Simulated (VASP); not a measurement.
Input of a VASP 6.6.1 run:

INCAR

```
SYSTEM = Al2BN3
PREC = Accurate
ENCUT = 520
EDIFF = 1E-7
ISMEAR = 0
SIGMA = 0.1
LREAL = .False.
LASPH = .True.
NELM = 60
ALGO = Normal
ISIF = 2
LWAVE = .False.
LCHARG = .False.
GGA = PE
NBANDS = 36
```

KPOINTS

```
regular mesh
0
Gamma
  6 6 1
  0 0 0
```

File POSCAR:

```
Al2BN3
1.0
    3.1171191642      0.0000000000      0.0000000000
   -1.5585595821      2.6995043828      0.0000000000
    0.0000000000      0.0000000000     12.8811433884
Al B N
4 2 6
Direct
    0.3333333333      0.6666666667      0.0911893585
    0.3333333333      0.6666666667      0.4088106415
    0.6666666667      0.3333333333      0.5911893585
    0.6666666667      0.3333333333      0.9088106415
    0.3333333333      0.6666666667      0.7500000000
    0.6666666667      0.3333333333      0.2500000000
    0.3333333333      0.6666666667      0.2500000000
    0.3333333333      0.6666666667      0.5890936981
    0.3333333333      0.6666666667      0.9109063019
    0.6666666667      0.3333333333      0.0890936981
    0.6666666667      0.3333333333      0.4109063019
    0.6666666667      0.3333333333      0.7500000000
```

Potentials or basis: VASP PAW PBE potentials, release 64 (Al, B, N).

Run with:

```console
$ cat potpaw_PBE.64/Al/POTCAR potpaw_PBE.64/B/POTCAR potpaw_PBE.64/N/POTCAR > POTCAR
$ mpirun -np 1 vasp_std > vasp.out
```

Problem. Estimate the pressure.

Solution. -0.2 GPa.

Problem. Estimate the band gap on the k mesh.

Solution. 1.82 eV.

Forces on the atoms (eV/Å):
```
Al   0.000  0.000  0.002
Al   0.000  0.000 -0.002
Al   0.000  0.000  0.002
Al   0.000  0.000 -0.002
B    0.000  0.000  0.000
B    0.000  0.000  0.000
N    0.000  0.000  0.000
N    0.000  0.000  0.000
N    0.000  0.000  0.000
N    0.000  0.000  0.000
N    0.000  0.000  0.000
N    0.000  0.000  0.000
```

Caveat: the k points lie up to 0.49 Å⁻¹ apart. A k mesh can miss the band edges.
